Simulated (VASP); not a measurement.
Write the native input for VASP 6.6.1 that does the following.

| Property | Result |
| --- | --- |
| Task | relaxation of shape and atoms at fixed volume |
| Functional | PBE |
| Potentials or basis | VASP PAW PBE potentials, release 64 (Fe, O) |
| Cutoff | 600 eV |
| k mesh | 4 × 4 × 4 |
| Occupations | gaussian, width 0.05 eV |
| Spin | collinear spin, antiferromagnetic start |
| Starting moments | [4.19, -4.19, 4.19, -4.19, 0.0, 0.0, 0.0, 0.0, 0.0, 0.0] μB |
| Hubbard terms | Fe d U = 4.0 eV |
| Dipole correction | no |
| Further INCAR settings | ALGO = Normal; EDIFF = 1e-07; IBRION = 2; EDIFFG = -0.04; NSW = 60; ISIF = 4 |

The structure of Fe2O3 lies in POSCAR:

```
Fe2O3
1.0
    2.5458724333      1.4698601347      4.6459501370
   -2.5458724333      1.4698601347      4.6459501370
    0.0000000000     -2.9397202694      4.6459501370
Fe O
4 6
Direct
    0.3552645160      0.3552645160      0.3552645160
    0.1447354833      0.1447354833      0.1447354833
    0.6447354840      0.6447354840      0.6447354840
    0.8552645167      0.8552645167      0.8552645167
    0.5556752547      0.9443247447      0.2500000014
    0.2500000014      0.5556752547      0.9443247447
    0.9443247447      0.2500000014      0.5556752547
    0.4443247453      0.0556752553      0.7499999986
    0.7499999986      0.4443247453      0.0556752553
    0.0556752553      0.7499999986      0.4443247453
```

One way to write it, as run:

INCAR

```
ALGO     = Normal         # electronic algorithm
EDIFF    = 1E-7           # SCF threshold, eV
EDIFFG   = -0.04          # ionic threshold
ENCUT    = 600            # plane-wave cutoff, eV
GGA      = PE             # functional
GGA_COMPAT= F            
IBRION   = 2              # ionic algorithm
ISIF     = 4              # what is computed and relaxed
ISMEAR   = 0              # smearing method
ISPIN    = 2              # spin polarisation
LASPH    = T              # aspherical terms in the spheres
LCHARG   = F              # write CHGCAR
LDAU     = T              # DFT+U
LDAUJ    = 0 0          
LDAUL    = 2 -1           # shell
LDAUPRINT= 1            
LDAUTYPE = 2            
LDAUU    = 4 0            # U, eV
LMAXMIX  = 4              # l up to which the mixer works
LORBIT   = 11             # projections on sites
LREAL    = F              # projectors in reciprocal space
LWAVE    = F              # write WAVECAR
MAGMOM   = 4.19 -4.19 4.19 -4.19 0 0 0 0 0 0 # initial moments
NELM     = 200            # most SCF steps
NELMIN   = 4            
NSW      = 60             # ionic steps
PREC     = Accurate       # precision mode
SIGMA    = 0.05           # smearing width, eV
```

KPOINTS

```
k-points
0
Gamma
  4 4 4
```

Potentials or basis: VASP PAW PBE potentials, release 64 (Fe, O).

The run is started by

```sh
$ cat potpaw_PBE.64/Fe/POTCAR potpaw_PBE.64/O/POTCAR > POTCAR
$ mpirun -np 1 vasp_std > vasp.out
```

It gave:

- Energy gained by relaxing: 0.4 meV/atom
- Ionic steps: 3
- Pressure after relaxing: -2.8 GPa
- Largest force after relaxing: 0.013 eV/Å
- Band gap on the k mesh: 2.19 eV (least direct gap 2.24 eV)
- Net moment: 0.00 μB per cell
- Site moments: Fe +4.16, -4.16 (each value once); O +0.00 μB
- Valence electrons inside the program's atomic spheres: Fe 6.70; O 5.02

Run time: 5.7 min on 1 thread of AMD EPYC 9R45 96-Core Processor (Zen 5), on a shared host, peak memory 0.42 GiB.
